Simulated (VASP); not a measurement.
A run of VASP 6.6.1:

The input POSCAR:

```
AgI
1.0
    4.6263224459      0.0000000000      0.0000000000
   -2.3131612229      4.0065127642      0.0000000000
    0.0000000000      0.0000000000      7.6459001672
Ag I
2 2
Direct
    0.6666666667      0.3333333333      0.6291173477
    0.3333333333      0.6666666667      0.1291173477
    0.6666666667      0.3333333333      0.0008826523
    0.3333333333      0.6666666667      0.5008826523
```

Contents of INCAR.step1:

```
PREC = Accurate ; ENCUT = 550
ISMEAR = 0 ; SIGMA = 0.01
LREAL = F ; LASPH = T
NELM = 120 ; NBANDS = 26
GGA = PE ; ALGO = Normal
EDIFF = 1E-5 ; LWAVE = T
LCHARG = F ; GGA_COMPAT = F
```

File INCAR.step2:

```
PREC = Accurate ; ENCUT = 550
EDIFF = 1E-6 ; ISMEAR = 0
SIGMA = 0.01 ; LREAL = F
LASPH = T ; NELM = 120
ALGO = Normal ; ISIF = 2
LWAVE = F ; LCHARG = T
METAGGA = R2SCAN ; LMIXTAU = T
LELF = T ; LVHAR = T
NBANDS = 26 ; ISTART = 1
GGA_COMPAT = F
```

File KPOINTS:

```
regular mesh
0
Gamma
  6 6 4
```

Potentials or basis: VASP PAW PBE potentials, release 64 (Ag, I).

The run is started by

```bash
$ cat potpaw_PBE.64/Ag/POTCAR potpaw_PBE.64/I/POTCAR > POTCAR
$ cp INCAR.step1 INCAR
$ mpirun -np 1 vasp_std > vasp.out
$ cp INCAR.step2 INCAR
$ mpirun -np 1 vasp_std > vasp.out
```

Hardware: 1 thread of Intel Xeon 8259CL, on a shared host.

Problem. Estimate the wall time of this run.

Solution. It took 7.7 min on 1 thread of Intel Xeon 8259CL, with other jobs on the host, peak memory 0.33 GiB. Counts: k points 21.
